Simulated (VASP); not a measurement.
Input of a VASP 6.6.1 run:

The input INCAR:

```
SYSTEM = SbAuBr4
ALGO = Normal ; EDIFF = 1E-6
EDIFFG = -0.01 ; ENCUT = 600
GGA = PS ; IBRION = 2
ISIF = 3 ; ISMEAR = -1
LASPH = .True. ; LCHARG = .False.
LREAL = .False. ; LWAVE = .False.
NELM = 80 ; NSW = 100
PREC = Accurate ; SIGMA = 0.03
```

KPOINTS

```
k-points
0
Gamma
  4 4 4
  0 0 0
```

Contents of POSCAR:

```
SbAuBr4
1.0
    5.2098723100      0.0000000000      0.0000000000
    0.0000000000      5.2098723100      0.0000000000
    0.0000000000      0.0000000000      7.4975486900
Sb Au Br
1 1 4
Direct
    0.0000000000      0.0000000000      0.0000000000
    0.5000000000      0.5000000000      0.5000000000
    0.5000000000      0.0000000000      0.7327468500
    0.0000000000      0.5000000000      0.2672531500
    0.5000000000      0.0000000000      0.2672531500
    0.0000000000      0.5000000000      0.7327468500
```

Potentials or basis: VASP PAW PBE potentials, release 64 (Sb, Au, Br).

Command:

```bash
$ cat potpaw_PBE.64/Sb/POTCAR potpaw_PBE.64/Au/POTCAR potpaw_PBE.64/Br/POTCAR > POTCAR
$ mpirun -np 1 vasp_std > vasp.out
```

What does it give for the band gap on the k mesh?

Zero (bands 22 and 23 overlap by 0.25 eV).

Estimate the space group after relaxing (to 0.1 Å).

P4/mmm (No. 123).

Step by step:
| step | energy change (eV) | largest force (eV/Å) | pressure (GPa) | volume (Å³) |
| --- | --- | --- | --- | --- |
| 1 | 0.0000 | 0.6755 | -6.54 | 203.50 |
| 2 | -1.1017 | 0.6335 | -0.54 | 165.39 |
| 3 | -1.1101 | 0.6231 | 0.37 | 162.50 |
| 4 | -1.1753 | 0.3944 | 0.33 | 162.63 |
| 5 | -1.2202 | 0.0074 | 0.45 | 162.87 |
| 6 | -1.2202 | 0.0045 | 0.46 | 162.88 |
| 7 | -1.2216 | 0.0162 | -0.33 | 165.44 |
| 8 | -1.2227 | 0.0076 | -0.03 | 164.42 |
| 9 | -1.2227 | 0.0073 | -0.03 | 164.39 |
| 10 | -1.2220 | 0.0012 | 0.22 | 163.63 |
| 11 | -1.2226 | 0.0077 | 0.00 | 164.36 |
| 12 | -1.2228 | 0.0057 | 0.01 | 164.32 |

Caveat: the volume moved by over 15 % at a fixed basis, so the end points are rough; the PAW data sets were made with another functional, which shifts forces and pressure a little; spin-orbit coupling is left out, which moves the levels of the heavy elements.
